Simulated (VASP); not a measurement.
Set up this calculation in VASP 6.6.1, as the native input.

```
Task                   : single point
Functional             : r2SCAN
Potentials or basis    : VASP PAW PBE potentials, release 64 (Al, Cu)
Cutoff                 : 520 eV
k mesh                 : 6 × 6 × 8
Occupations            : gaussian, width 0.1 eV
Spin                   : no spin polarisation
Dipole correction      : no
Further INCAR settings : ALGO = Normal; EDIFF = 1e-07; NBANDS = 16
```

Crystal: Al2Cu.

```
CELL_PARAMETERS angstrom
4.12861 -0.00081 -0.00004
-0.00081 4.12846 -0.00003
-0.00003 -0.00002 2.79842
ATOMIC_POSITIONS crystal
Al 0.50397 0.00068 0.51974
Al 0.00397 0.50067 0.51974
Cu 0.00397 0.00066 0.01975
```

These files were run (other wordings do the same):

POSCAR

```
Al2Cu
1.0
    4.1286107877     -0.0008103208     -0.0000366511
   -0.0008103208      4.1284645366     -0.0000272028
   -0.0000258137     -0.0000191592      2.7984173371
Al Cu
2 1
Direct
    0.5039702477      0.0006833729      0.5197421083
    0.0039730880      0.5006666247      0.5197424659
    0.0039700551      0.0006617548      0.0197464025
```

INCAR.step1

```
SYSTEM = Al2Cu
PREC = Accurate
ENCUT = 520
ISMEAR = 0
SIGMA = 0.1
LREAL = .FALSE.
LASPH = .TRUE.
NELM = 100
NBANDS = 16
GGA = PE
ALGO = Normal
EDIFF = 1E-4
LWAVE = .TRUE.
LCHARG = .FALSE.
```

INCAR.step2

```
SYSTEM = Al2Cu
PREC = Accurate
ENCUT = 520
EDIFF = 1E-7
ISMEAR = 0
SIGMA = 0.1
LREAL = .FALSE.
LASPH = .TRUE.
NELM = 100
ALGO = Normal
ISIF = 2
LWAVE = .FALSE.
LCHARG = .TRUE.
METAGGA = R2SCAN
LMIXTAU = .TRUE.
LELF = .TRUE.
LVHAR = .TRUE.
NBANDS = 16
ISTART = 1
```

KPOINTS

```
Automatic mesh
0
G
  6 6 8
  0 0 0
```

Potentials or basis: VASP PAW PBE potentials, release 64 (Al, Cu).

Run with:

```bash
$ cat potpaw_PBE.64/Al/POTCAR potpaw_PBE.64/Cu/POTCAR > POTCAR
$ cp INCAR.step1 INCAR
$ mpirun -np 1 vasp_std > vasp.out
$ cp INCAR.step2 INCAR
$ mpirun -np 1 vasp_std > vasp.out
```

It gave:

* Pressure: -0.1 GPa

Caveat: the PAW data sets were made with another functional, which shifts forces and pressure a little.

Run time: 5.1 min on 1 thread of Intel Xeon 8259CL, with other jobs on the host, peak memory 0.23 GiB.
